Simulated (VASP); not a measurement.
# ZnAu (Pm-3m) in VASP: further runs

Runs on ZnAu. Level: PBEsol. Tasks: single point, relaxation of cell and atoms.

Program: VASP 6.6.1. These are calculated values, not measurements. Logs are shortened: lines on timing, memory, paths and dates and some standing lists are left out, and cuts for length are marked.

### Step 1. The cell of the first run

The structure is cubic, space group Pm-3m (No. 221). Conventional cell: a = 3.129 Å, b = 3.129 Å, c = 3.129 Å, α = 90.00°, β = 90.00°, γ = 90.00°. Zn (site symmetry m-3m) has 8 Au at 2.71 Å and 6 Zn at 3.13 Å within 3.6 Å. Within 3.6 Å of Au (site symmetry m-3m) lie 8 Zn at 2.71 Å and 6 Au at 3.13 Å.

### Step 2. Single point, PBEsol

Contents of INCAR:

```
SYSTEM = ZnAu
PREC = Accurate
ENCUT = 520
EDIFF = 1E-6
ISMEAR = 0
SIGMA = 0.1
LREAL = .FALSE.
LASPH = .TRUE.
NELM = 100
ALGO = Normal
ISIF = 2
LWAVE = .FALSE.
LCHARG = .FALSE.
GGA = PS
NBANDS = 18
```

Contents of KPOINTS:

```
regular mesh
0
G
  14 14 14
  0 0 0
```

Contents of POSCAR:

```
ZnAu
1.0
    3.1287322315      0.0000000000      0.0000000000
    0.0000000000      3.1287322315      0.0000000000
    0.0000000000      0.0000000000      3.1287322315
Zn Au
1 1
Direct
    0.5000000000      0.5000000000      0.5000000000
    0.0000000000      0.0000000000      0.0000000000
```

Potentials or basis: VASP PAW PBE potentials, release 64 (Zn, Au).

On the command line:

```bash
> cat potpaw_PBE.64/Zn/POTCAR potpaw_PBE.64/Au/POTCAR > POTCAR
> mpirun -np 1 vasp_std > vasp.out
```

OUTCAR:

```text
SYSTEM = ZnAu
   PREC = Accurate
   ENCUT = 520
   EDIFF = 1E-6
   ISMEAR = 0
   LREAL = .FALSE.
   LASPH = .TRUE.
   NELM = 100
   ISIF = 2
   GGA = PS

 ion  position               nearest neighbor table
   1  0.500  0.500  0.500-   2 2.71   2 2.71   2 2.71   2 2.71   2 2.71   2 2.71   2 2.71   2 2.71

   2  0.000  0.000  0.000-   1 2.71   1 2.71   1 2.71   1 2.71   1 2.71   1 2.71   1 2.71   1 2.71

  LATTYP: Found a simple cubic cell.
 ALAT       =     3.1287322315

  Lattice vectors:

 A1 = (   3.1287322315,   0.0000000000,   0.0000000000)
 A2 = (   0.0000000000,   3.1287322315,   0.0000000000)
 A3 = (   0.0000000000,   0.0000000000,   3.1287322315)

Analysis of symmetry for initial positions (statically):
=====================================================================
 Subroutine PRICEL returns:
 Original cell was already a primitive cell.

 Routine SETGRP: Setting up the symmetry group for a
 simple cubic supercell.

 Subroutine GETGRP returns: Found 48 space group operations
 (whereof 48 operations were pure point group operations)
 out of a pool of 48 trial point group operations.

The static configuration has the point symmetry O_h .

Analysis of symmetry for dynamics (positions and initial velocities):
=====================================================================
 Subroutine PRICEL returns:
 Original cell was already a primitive cell.

 Routine SETGRP: Setting up the symmetry group for a
 simple cubic supercell.

 Subroutine GETGRP returns: Found 48 space group operations
 (whereof 48 operations were pure point group operations)
 out of a pool of 48 trial point group operations.

The dynamic configuration has the point symmetry O_h .

 Subroutine INISYM returns: Found 48 space group operations
 (whereof 48 operations are pure point group operations),
 and found     1 'primitive' translations

----------------------------------------------------------------------------------------

                                     Primitive cell

  volume of cell :      30.6271

  direct lattice vectors                    reciprocal lattice vectors
     3.128732231  0.000000000  0.000000000     0.319618275  0.000000000  0.000000000
     0.000000000  3.128732231  0.000000000     0.000000000  0.319618275  0.000000000
     0.000000000  0.000000000  3.128732231     0.000000000  0.000000000  0.319618275

  length of vectors
     3.128732231  3.128732231  3.128732231     0.319618275  0.319618275  0.319618275

[... 79 lines left out ...]
   NELM   =    100;   NELMIN=  2; NELMDL= -5     # of ELM steps
   EDIFF  = 0.1E-05   stopping-criterion for ELM
   LREAL  =      F    real-space projection
   EDIFFG = 0.1E-04   stopping-criterion for IOM
   NSW    =      0    number of steps for IOM
   IBRION =     -1    ionic relax: 0-MD 1-quasi-New 2-CG
   NFREE  =      0    steps in history (QN), initial steepest desc. (CG)
   ISIF   =      2    stress and relaxation
   ISYM   =      2    0-nonsym 1-usesym 2-fastsym
   POTIM  = 0.5000    time-step for ionic-motion
   TEBEG  =    0.0;   TEEND  =   0.0 temperature during run
   PSTRESS=    0.0 pullay stress
   NELECT =      23.0000    total number of electrons
   NUPDOWN=      -1.0000    fix difference up-down
   EMIN   =  10.00;   EMAX   =-10.00  energy-range for DOS
   EFERMI =   0.00;   METHOD = LEGACY
   ISMEAR =     0;   SIGMA  =   0.10  broadening in eV -4-tet -1-fermi 0-gaus
   EFERMI_NEDOS =   21; number of points for ismear=-14 and -15
   IALGO  =     38    algorithm
   IMIX   =      4    mixing-type and parameters
     AMIX     =   0.40;   BMIX     =  1.00
     AMIX_MAG =   1.60;   BMIX_MAG =  1.00
  volume/ion in A,a.u.               =      15.31       103.34
  Fermi-wavevector in a.u.,A,eV,Ry     =   1.488044  2.811995 30.127031  2.214274
  Thomas-Fermi vector in A             =   2.601128
   LORBIT       =      0    0 simple, 1 ext, 2 COOP (PROOUT), +10 PAW based schemes
   GGA     = PS    functional components
   LHFCALC =     F    Hartree Fock is set to
   AEXX    =    0.0000 exact exchange contribution
   IVDW    =     0    specifies the selected vdW correction
   LEPSILON=     F    determine dielectric tensor
   LRPA    =     F    only Hartree local field effects (RPA)
 non-spin polarized calculation
 Gauss-broadening in eV      SIGMA  =   0.10
  energy-cutoff  :      520.00
  volume of cell :       30.63
 maximum number of plane-waves:       846
 NGX is ok and might be reduce to    24
   NGX = 11   NGY = 11   NGZ = 11

 number of electron      22.9999974 magnetization

 Free energy of the ion-electron system (eV)
  ---------------------------------------------------
  ext. energy  EPLUGINS =         0.00000000
  ---------------------------------------------------
  free energy    TOTEN  =        -5.95024928 eV

  energy without entropy =       -5.94639052  energy(sigma->0) =       -5.94831990

 E-fermi :   7.1123     XC(G=0): -12.6351

 val. band max:        7.0977862944   @ k =   0.4286   0.4286   0.3571
 cond. band min:       7.1178876653   @ k =   0.5000   0.5000   0.2143
 fundamental gap:      0.0201013709
 Fermi energy:         7.1123120522

 k-point     1 :       0.0000    0.0000    0.0000
  band No.  band energies     occupation
      1      -3.6993      2.00000
      2      -1.0601      2.00000
      3      -1.0601      2.00000
      4      -0.3154      2.00000
      5      -0.3154      2.00000
      6      -0.3154      2.00000
[... 481 lines left out ...]
      5      -0.2953      2.00000
      6       0.0303      2.00000
[... 10 lines left out ...]
     17      21.5753      0.00000
     18      21.9533      0.00000

 [... further k-points ...]

------------------------ aborting loop because EDIFF is reached ----------------------------------------

  FORCE on cell =-STRESS in cart. coord.  units (eV):
  Direction    XX          YY          ZZ          XY          YZ          ZX
  --------------------------------------------------------------------------------------
  -------------------------------------------------------------------------------------
  Total        0.0115481      0.0115481      0.0115481     -0.0000000     -0.0000000      0.0000000
  in kB        0.6041076      0.6041076      0.6041076     -0.0000000     -0.0000000      0.0000000
  external PRESSURE =       0.6041076 kB  Pullay stress =       0.0000000 kB

 VOLUME and BASIS-vectors are now :
 -----------------------------------------------------------------------------
  energy-cutoff  :      520.00
  volume of cell :       30.63
      direct lattice vectors                 reciprocal lattice vectors
     3.128732231  0.000000000  0.000000000     0.319618275  0.000000000  0.000000000
     0.000000000  3.128732231  0.000000000     0.000000000  0.319618275  0.000000000
     0.000000000  0.000000000  3.128732231     0.000000000  0.000000000  0.319618275

 POSITION                                       TOTAL-FORCE (eV/Angst)
 -----------------------------------------------------------------------------------
      1.56437      1.56437      1.56437         0.000000      0.000000      0.000000
      0.00000      0.00000      0.00000         0.000000      0.000000      0.000000
 -----------------------------------------------------------------------------------
    total drift:                                0.000000      0.000000     -0.000000

  FREE ENERGIE OF THE ION-ELECTRON SYSTEM (eV)
  ---------------------------------------------------
  free  energy   TOTEN  =        -5.9502492797 eV

  energy  without entropy=       -5.9463905201  energy(sigma->0) =       -5.94831990
```

It took 65 s on 1 thread of AMD EPYC 7R43 (Zen 3), shared host; peak memory 0.15 GiB.

What came out:

```yaml
Free_energy: -5.9502 eV
Pressure: 0.1 GPa
```

Caveat: the PAW data sets were made with another functional, which shifts forces and pressure a little; spin-orbit coupling is left out, which moves the levels of the heavy elements.

### Step 3. Relaxation of cell and atoms, PBEsol

This run uses another cell than the first one, of 14.98 Å³/atom, 0.978 times its volume.

Contents of INCAR:

```
PREC     = Accurate       # precision mode
ENCUT    = 600            # plane-wave cutoff, eV
EDIFF    = 1E-6           # SCF threshold, eV
ISMEAR   = 0              # smearing method
SIGMA    = 0.1            # smearing width, eV
LREAL    = F              # projectors in reciprocal space
LASPH    = T              # aspherical terms in the spheres
NELM     = 100            # most SCF steps
ALGO     = Normal         # electronic algorithm
ISIF     = 3              # what is computed and relaxed
LWAVE    = F              # write WAVECAR
LCHARG   = F              # write CHGCAR
GGA      = PS             # functional
IBRION   = 2              # ionic algorithm
NSW      = 80             # ionic steps
EDIFFG   = -0.01          # ionic threshold
```

Contents of KPOINTS:

```
regular mesh
0
Gamma
  14 14 14
```

Contents of POSCAR:

```
ZnAu
1.0
    3.1056434638      0.0000000000      0.0000000000
    0.0000000000      3.1056434638      0.0000000000
    0.0000000000      0.0000000000      3.1056434638
Zn Au
1 1
Direct
    0.5000000000      0.5000000000      0.5000000000
    0.0000000000      0.0000000000      0.0000000000
```

Potentials or basis: VASP PAW PBE potentials, release 64 (Zn, Au).

On the command line:

```bash
> cat potpaw_PBE.64/Zn/POTCAR potpaw_PBE.64/Au/POTCAR > POTCAR
> mpirun -np 1 vasp_std > vasp.out
```

It took 3.4 min on 1 thread of AMD EPYC 7R43 (Zen 3), shared host; peak memory 0.19 GiB.

Results (log left out):

```
Free energy                            : -5.9497 eV
Relaxed volume                         : 15.33 Å³/atom
Relaxed cell                           : a = 3.130 Å, b = 3.130 Å, c = 3.130 Å, α = 90.00°, β = 90.00°, γ = 90.00°
Space group after relaxing (to 0.05 Å) : Pm-3m (No. 221)
Energy gained by relaxing              : 3.7 meV/atom
Ionic steps                            : 3
Pressure after relaxing                : 0.1 GPa
```

Step by step:
```csv
step,energy change (eV),largest force (eV/Å),pressure (GPa),volume (Å³)
1,0.0000,0.0000,3.43,29.95
2,-0.0004,0.0000,-3.04,31.37
3,-0.0074,0.0000,0.10,30.66
```

Final structure:
```
Zn Au
1.0
     3.12972    0.00000    0.00000
     0.00000    3.12972    0.00000
     0.00000    0.00000    3.12972
Zn Au
1 1
Direct
  0.50000 0.50000 0.50000
  0.00000 0.00000 0.00000
```

Levels at points of the mesh, in eV from the Fermi level:
```tsv
k point	band 8	band 9	band 10	band 11	band 12	band 13	band 14	band 15
(0.00, 0.00, 0.00)	-5.46	-3.74	-3.74	-3.74	5.00	5.00	5.00	9.05
(0.50, 0.00, 0.00)	-5.50	-4.97	-4.97	-3.91	-2.36	10.46	11.23	11.23
(0.50, 0.50, 0.00)	-4.08	-4.08	-3.14	-2.07	-2.07	0.89	2.61	10.47
(0.50, 0.50, 0.50)	-6.54	-3.09	-3.09	1.44	3.66	3.76	3.76	3.76
```

Caveat: the PAW data sets were made with another functional, which shifts forces and pressure a little; spin-orbit coupling is left out, which moves the levels of the heavy elements.

### Step 4. Single point, PBEsol

This run uses another cell than the first one, of 14.98 Å³/atom, 0.978 times its volume.

Contents of INCAR:

```
SYSTEM = ZnAu
PREC     = Accurate       ! precision mode
ENCUT    = 500            ! plane-wave cutoff, eV
EDIFF    = 1E-6           ! SCF threshold, eV
ISMEAR   = 0              ! smearing method
SIGMA    = 0.1            ! smearing width, eV
LREAL    = .FALSE.        ! projectors in reciprocal space
LASPH    = .TRUE.         ! aspherical terms in the spheres
NELM     = 120            ! most SCF steps
ALGO     = Normal         ! electronic algorithm
ISIF     = 2              ! what is computed and relaxed
LWAVE    = .FALSE.        ! write WAVECAR
LCHARG   = .FALSE.        ! write CHGCAR
GGA      = PS             ! functional
NBANDS   = 18             ! bands
GGA_COMPAT= .FALSE.
```

Contents of KPOINTS:

```
Automatic mesh
0
G
  6 6 6
  0 0 0
```

POSCAR is that of step 3.

On the command line:

```bash
> cat potpaw_PBE.64/Zn/POTCAR potpaw_PBE.64/Au/POTCAR > POTCAR
> mpirun -np 1 vasp_std > vasp.out
```

It took 13 s on 1 thread of AMD EPYC 7R43 (Zen 3), shared host; peak memory 0.1 GiB.

It converged, with:

```yaml
Free_energy: -5.9023 eV
Pressure: 3.4 GPa
```

Levels at points of the mesh, in eV from the Fermi level:
```tsv
k point	band 7	band 8	band 9	band 10	band 11	band 12	band 13	band 14	band 15	band 16
(0.00, 0.00, 0.00)	-5.69	-5.69	-3.93	-3.93	-3.93	4.89	4.89	4.89	9.21	12.29
(0.50, 0.00, 0.00)	-6.17	-5.71	-5.22	-5.22	-4.12	-2.52	10.37	11.24	11.24	11.42
(0.50, 0.50, 0.00)	-5.30	-4.28	-4.28	-3.32	-2.31	-2.31	0.84	2.62	10.47	12.68
(0.50, 0.50, 0.50)	-6.85	-6.85	-3.27	-3.27	1.37	3.65	3.65	3.65	3.67	5.97
```

Caveat: the PAW data sets were made with another functional, which shifts forces and pressure a little; spin-orbit coupling is left out, which moves the levels of the heavy elements.

### Step 5. The runs side by side

| task | cell | k mesh | cutoff (eV) | gap on the mesh (eV) | pressure (GPa) |
| --- | --- | --- | --- | --- | --- |
| single point | a = 3.129 Å, 2 atoms | 14 × 14 × 14 | 520 | none | 0.1 |
| relaxation of cell and atoms | relaxed from a = 3.106 Å, 2 atoms | 14 × 14 × 14 | 600 | none | 0.1 |
| single point | a = 3.106 Å, 2 atoms | 6 × 6 × 6 | 500 | none | 3.4 |

Alike in all rows: level PBEsol; potentials or basis VASP PAW PBE potentials, release 64 (Zn, Au); no spin polarisation; smearing gaussian 0.1 eV.

Caveats: the PAW data sets were made with another functional, which shifts forces and pressure a little; spin-orbit coupling is left out, which moves the levels of the heavy elements.

Total energies depend on the potentials used, so only differences within one code and one set of settings carry meaning.
